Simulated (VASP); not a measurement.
# ZnCu (Pm-3m) in VASP: a series of runs, part 2 of 2

VASP 6.6.1. The steps go on from the part before.

**4. Single point, PBE**

This run uses another cell than the first one, of 13.28 Å³/atom, 1.061 times its volume.

The input, INCAR:

```
SYSTEM = ZnCu
  PREC = Accurate
  ENCUT = 600
  EDIFF = 1E-6
  ISMEAR = -1
  SIGMA = 0.05
  LREAL = .FALSE.
  LASPH = .TRUE.
  NELM = 120
  ALGO = Normal
  ISIF = 2
  LWAVE = .FALSE.
  LCHARG = .FALSE.
  GGA = PE
  NBANDS = 18
  GGA_COMPAT = .FALSE.
```

The input, KPOINTS:

```
Automatic mesh
0
G
  8 8 8
  0 0 0
```

The input, POSCAR:

```
ZnCu
1.0
    2.9837544443      0.0000000000      0.0000000000
    0.0000000000      2.9837544443      0.0000000000
    0.0000000000      0.0000000000      2.9837544443
Zn Cu
1 1
Direct
    0.5000000000      0.5000000000      0.5000000000
    0.0000000000      0.0000000000      0.0000000000
```

Potentials or basis: VASP PAW PBE potentials, release 64 (Zn, Cu).

Launch:

```console
$ cat potpaw_PBE.64/Zn/POTCAR potpaw_PBE.64/Cu/POTCAR > POTCAR
$ mpirun -np 1 vasp_std > vasp.out
```

OUTCAR:

```text
SYSTEM = ZnCu
   PREC = Accurate
   ENCUT = 600
   EDIFF = 1E-6
   ISMEAR = -1
   LREAL = .FALSE.
   LASPH = .TRUE.
   NELM = 120
   ISIF = 2
   GGA = PE

 ion  position               nearest neighbor table
   1  0.500  0.500  0.500-   2 2.58   2 2.58   2 2.58   2 2.58   2 2.58   2 2.58   2 2.58   2 2.58

   2  0.000  0.000  0.000-   1 2.58   1 2.58   1 2.58   1 2.58   1 2.58   1 2.58   1 2.58   1 2.58

  LATTYP: Found a simple cubic cell.
 ALAT       =     2.9837544443

  Lattice vectors:

 A1 = (   2.9837544443,   0.0000000000,   0.0000000000)
 A2 = (   0.0000000000,   2.9837544443,   0.0000000000)
 A3 = (   0.0000000000,   0.0000000000,   2.9837544443)

Analysis of symmetry for initial positions (statically):
=====================================================================
 Subroutine PRICEL returns:
 Original cell was already a primitive cell.

 Routine SETGRP: Setting up the symmetry group for a
 simple cubic supercell.

 Subroutine GETGRP returns: Found 48 space group operations
 (whereof 48 operations were pure point group operations)
 out of a pool of 48 trial point group operations.

The static configuration has the point symmetry O_h .

Analysis of symmetry for dynamics (positions and initial velocities):
=====================================================================
 Subroutine PRICEL returns:
 Original cell was already a primitive cell.

 Routine SETGRP: Setting up the symmetry group for a
 simple cubic supercell.

 Subroutine GETGRP returns: Found 48 space group operations
 (whereof 48 operations were pure point group operations)
 out of a pool of 48 trial point group operations.

The dynamic configuration has the point symmetry O_h .

 Subroutine INISYM returns: Found 48 space group operations
[... 104 lines left out ...]
   ISYM   =      2    0-nonsym 1-usesym 2-fastsym
   POTIM  = 0.5000    time-step for ionic-motion
   TEBEG  =    0.0;   TEEND  =   0.0 temperature during run
   PSTRESS=    0.0 pullay stress
   NELECT =      23.0000    total number of electrons
   NUPDOWN=      -1.0000    fix difference up-down
   EMIN   =  10.00;   EMAX   =-10.00  energy-range for DOS
   EFERMI =   0.00;   METHOD = LEGACY
   ISMEAR =    -1;   SIGMA  =   0.05  broadening in eV -4-tet -1-fermi 0-gaus
   EFERMI_NEDOS =   21; number of points for ismear=-14 and -15
   IALGO  =     38    algorithm
   IMIX   =      4    mixing-type and parameters
     AMIX     =   0.40;   BMIX     =  1.00
     AMIX_MAG =   1.60;   BMIX_MAG =  1.00
  volume/ion in A,a.u.               =      13.28        89.63
  Fermi-wavevector in a.u.,A,eV,Ry     =   1.560346  2.948627 33.125846  2.434681
  Thomas-Fermi vector in A             =   2.663572
   LORBIT       =      0    0 simple, 1 ext, 2 COOP (PROOUT), +10 PAW based schemes
   GGA     = PE    functional components
   LHFCALC =     F    Hartree Fock is set to
   AEXX    =    0.0000 exact exchange contribution
   IVDW    =     0    specifies the selected vdW correction
   LEPSILON=     F    determine dielectric tensor
   LRPA    =     F    only Hartree local field effects (RPA)
 non-spin polarized calculation
  energy-cutoff  :      600.00
  volume of cell :       26.56
 maximum number of plane-waves:       912
 NGX is ok and might be reduce to    24
   NGX = 11   NGY = 11   NGZ = 11

 number of electron      23.0000039 magnetization

 Free energy of the ion-electron system (eV)
  ---------------------------------------------------
  ext. energy  EPLUGINS =         0.00000000
  ---------------------------------------------------
  free energy    TOTEN  =        -5.02499924 eV

  energy without entropy =       -5.02128874  energy(sigma->0) =       -5.02314399

 E-fermi :   4.9506     XC(G=0): -12.1825

 val. band max:        4.8132868939   @ k =   0.3750   0.2500   0.1250
 cond. band min:       5.0691704763   @ k =   0.3750   0.3750   0.1250
 fundamental gap:      0.2558835824
 Fermi energy:         4.9505759743

 k-point     1 :       0.0000    0.0000    0.0000
  band No.  band energies     occupation
      1      -4.8635      2.00000
      2      -2.5469      2.00000
      3      -2.5469      2.00000
      4      -1.9135      2.00000
      5      -1.9135      2.00000
      6      -1.9135      2.00000
[... 481 lines left out ...]
      5      -1.7463      2.00000
      6       0.5462      2.00000
[... 10 lines left out ...]
     17      19.4406      0.00000
     18      20.2807      0.00000

 [... further k-points ...]
[... 5 lines left out ...]
  --------------------------------------------------------------------------------------
  -------------------------------------------------------------------------------------
  Total       -0.2399367     -0.2399367     -0.2399367      0.0000000      0.0000000     -0.0000000
  in kB      -14.4716477    -14.4716477    -14.4716477      0.0000000      0.0000000     -0.0000000
  external PRESSURE =     -14.4716477 kB  Pullay stress =       0.0000000 kB

 VOLUME and BASIS-vectors are now :
 -----------------------------------------------------------------------------
  energy-cutoff  :      600.00
  volume of cell :       26.56
      direct lattice vectors                 reciprocal lattice vectors
     2.983754444  0.000000000  0.000000000     0.335148223  0.000000000  0.000000000
     0.000000000  2.983754444  0.000000000     0.000000000  0.335148223  0.000000000
     0.000000000  0.000000000  2.983754444     0.000000000  0.000000000  0.335148223

 POSITION                                       TOTAL-FORCE (eV/Angst)
 -----------------------------------------------------------------------------------
      1.49188      1.49188      1.49188         0.000000      0.000000      0.000000
      0.00000      0.00000      0.00000         0.000000      0.000000      0.000000
 -----------------------------------------------------------------------------------
    total drift:                                0.000000      0.000000     -0.000000

  FREE ENERGIE OF THE ION-ELECTRON SYSTEM (eV)
  ---------------------------------------------------
  free  energy   TOTEN  =        -5.0249992388 eV

  energy  without entropy=       -5.0212887427  energy(sigma->0) =       -5.02314399
```

stdout:

```text
POSCAR found type information on POSCAR ZnCu
 POSCAR found :  2 types and       2 ions
 scaLAPACK will be used
 LDA part: xc-table for (Slater+PW92), standard interpolation
 POSCAR, INCAR and KPOINTS ok, starting setup
 FFT: planning ... GRIDC
 FFT: planning ... GRID_SOFT
 FFT: planning ... GRID
 WAVECAR not read
 entering main loop
```

It took 15 s on 1 thread of Intel Xeon Platinum 8259CL at 2.50GHz (Skylake/Cascade Lake), shared host; peak memory 0.15 GiB.

What came out:

```
Free energy : -5.0250 eV
Pressure    : -1.4 GPa
```

Levels at points of the mesh, in eV from the Fermi level:
```
           k point  band 8  band 9  band 10  band 11  band 12  band 13  band 14  band 15
(0.00, 0.00, 0.00)   -3.23   -2.43    -2.43    -2.43     6.32     6.32     6.32    11.24
(0.50, 0.00, 0.00)   -3.32   -2.94    -2.94    -2.49    -1.74    11.60    11.60    12.24
(0.50, 0.50, 0.00)   -2.58   -2.58    -2.20    -1.54    -1.54     1.82     2.18    13.74
(0.50, 0.50, 0.50)   -3.89   -2.18    -2.18     3.80     4.48     4.48     4.48     4.62
```

**5. Single point, PBE**

This run uses another cell than the first one, of 13.54 Å³/atom, 1.082 times its volume.

The input, INCAR:

```
PREC = Accurate
ENCUT = 600
EDIFF = 1E-6
ISMEAR = -1
SIGMA = 0.05
LREAL = F
LASPH = T
NELM = 120
ALGO = Normal
ISIF = 2
LWAVE = F
LCHARG = F
GGA = PE
NBANDS = 18
GGA_COMPAT = F
```

The input, KPOINTS:

```
Automatic mesh
0
Gamma
  8 8 8
```

The input, POSCAR:

```
ZnCu
1.0
    3.0027597620      0.0000000000      0.0000000000
    0.0000000000      3.0027597620      0.0000000000
    0.0000000000      0.0000000000      3.0027597620
Zn Cu
1 1
Direct
    0.5000000000      0.5000000000      0.5000000000
    0.0000000000      0.0000000000      0.0000000000
```

Launch:

```console
$ cat potpaw_PBE.64/Zn/POTCAR potpaw_PBE.64/Cu/POTCAR > POTCAR
$ mpirun -np 1 vasp_std > vasp.out
```

Wall time 15 s (1 thread of Intel Xeon Platinum 8259CL at 2.50GHz (Skylake/Cascade Lake), shared host); peak memory 0.15 GiB.

It converged, with:

- Free energy: -5.0176 eV
- Pressure: -3.4 GPa

Levels at points of the mesh, in eV from the Fermi level:
```
           k point  band 8  band 9  band 10  band 11  band 12  band 13  band 14  band 15
(0.00, 0.00, 0.00)   -3.18   -2.40    -2.40    -2.40     6.25     6.25     6.25    11.12
(0.50, 0.00, 0.00)   -3.26   -2.89    -2.89    -2.46    -1.73    11.43    11.43    12.09
(0.50, 0.50, 0.00)   -2.55   -2.55    -2.18    -1.49    -1.49     1.73     2.11    13.54
(0.50, 0.50, 0.50)   -3.81   -2.16    -2.16     3.66     4.43     4.43     4.43     4.56
```

**6. Summary**

```csv
cell,gap on the mesh (eV),pressure (GPa)
"a = 2.925 Å, 2 atoms",none,5.8
"a = 2.965 Å, 2 atoms",none,0.7
"a = 2.984 Å, 2 atoms",none,-1.4
"a = 3.003 Å, 2 atoms",none,-3.4
```

Alike in all rows: task single point; level PBE; potentials or basis VASP PAW PBE potentials, release 64 (Zn, Cu); no spin polarisation; k mesh 8 × 8 × 8; cutoff (eV) 600; smearing fermi-dirac 0.05 eV.

Total energies depend on the potentials used, so only differences within one code and one set of settings carry meaning.
